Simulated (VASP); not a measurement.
Write the native input for VASP 6.6.1 that does the following.

| Property | Result |
| --- | --- |
| Task | single point |
| Functional | PBE |
| Dispersion | D3(BJ) |
| Potentials or basis | VASP PAW PBE potentials, release 64 (O, C, H) |
| Cutoff | 520 eV |
| k mesh | 1 × 1 × 1 |
| Occupations | fermi-dirac, width 0.02 eV |
| Spin | no spin polarisation |
| Dipole correction | no |
| Further INCAR settings | LREAL = Auto; ALGO = Normal; EDIFF = 1e-06; NBANDS = 86 |

The structure of H2CO lies in POSCAR:

```
H2CO
1.0
    8.1882440000      0.0000000000      0.0000000000
    0.0000000000      8.1882440000      0.0000000000
    0.0000000000      0.0000000000      8.1882440000
O C H
10 10 20
Direct
    0.0488696146      0.5101347126      0.6243618837
    0.3780255521      0.7913250530      0.2150537650
    0.5584892653      0.6340342665      0.6036841484
    0.0973374866      0.8660491020      0.9321648417
    0.7663269333      0.6705813397      0.0774251615
    0.8135037233      0.1290230329      1.1423153703
    0.1571234649      0.0546810567      0.4864146285
    0.2205662045      0.2543737850      1.0022515960
    0.5139013176      0.3484810455      0.2984317832
    0.5136205736      0.0347012536      0.7547679190
    0.1572118597      0.5019707201      0.5234084769
    0.4713980953      0.9049206682      0.1955409938
    0.6643173033      0.6407897509      0.7071600953
    0.1804063328      0.7645896631      0.8637529954
    0.8661842219      0.6074098241      0.1666983983
    0.8176651156      0.1041438121      0.9962544334
    0.1160622453      0.0807290899      0.3462192798
    0.2585217531      0.2606893318      0.8589438276
    0.4470583018      0.4410129817      0.2034473897
    0.4976031636      0.0335453802      0.6068968987
    0.2768123524      0.4432330749      0.5496972681
    0.1434871615      0.5538751214      0.3982367395
    0.6051749153      0.8912884541      0.2143524410
    0.4283941910      1.0284416938      0.1569295027
    0.6697997807      0.5530703200      0.8111932593
    0.7621983109      0.7352801360      0.7072559276
    0.2512750109      0.7940745186      0.7514455650
    0.1896360457      0.6359985356      0.9085188771
    0.8467722983      0.4828073695      0.2177657593
    0.9818688337      0.6720953867      0.1988103152
    0.8461242081      0.2045713060      0.9080768838
    0.7931885082     -0.0187118807      0.9445714509
    0.0767973807      0.2033425437      0.3025902052
    0.1161207531     -0.0178442370      0.2526152519
    0.3619176856      0.3386972234      0.8159329851
    0.1925709045      0.1898851220      0.7636462916
    0.3159683067      0.4747527303      0.2143451374
    0.5141900600      0.4990142412      0.1002166066
    0.4883119803      0.1481710774      0.5345082687
    0.4920136842     -0.0831963065      0.5373727777
```

The input as run:

INCAR

```
  ALGO = Normal
  EDIFF = 1E-6
  ENCUT = 520
  GGA = PE
  ISIF = 2
  ISMEAR = -1
  IVDW = 12
  LASPH = T
  LCHARG = F
  LREAL = Auto
  LWAVE = F
  NBANDS = 86
  NELM = 80
  PREC = Accurate
  SIGMA = 0.02
```

KPOINTS

```
k-points
0
Gamma
  1 1 1
```

Potentials or basis: VASP PAW PBE potentials, release 64 (O, C, H).

Run with:

```console
$ cat potpaw_PBE.64/O/POTCAR potpaw_PBE.64/C/POTCAR potpaw_PBE.64/H/POTCAR > POTCAR
$ mpirun -np 1 vasp_gam > vasp.out
```

Results of the run:

| Quantity | Value |
| --- | --- |
| Pressure | 0.0 GPa |
| Largest force | 0.608 eV/Å |
| Band gap on the k mesh | 2.80 eV |
| Dispersion energy per atom | -0.041 eV |

Caveat: the k points lie up to 0.77 Å⁻¹ apart.

It took 110 s on 1 thread of AMD EPYC 7R43 64-Core Processor (Zen 3) (shared host), peak memory 0.48 GiB.
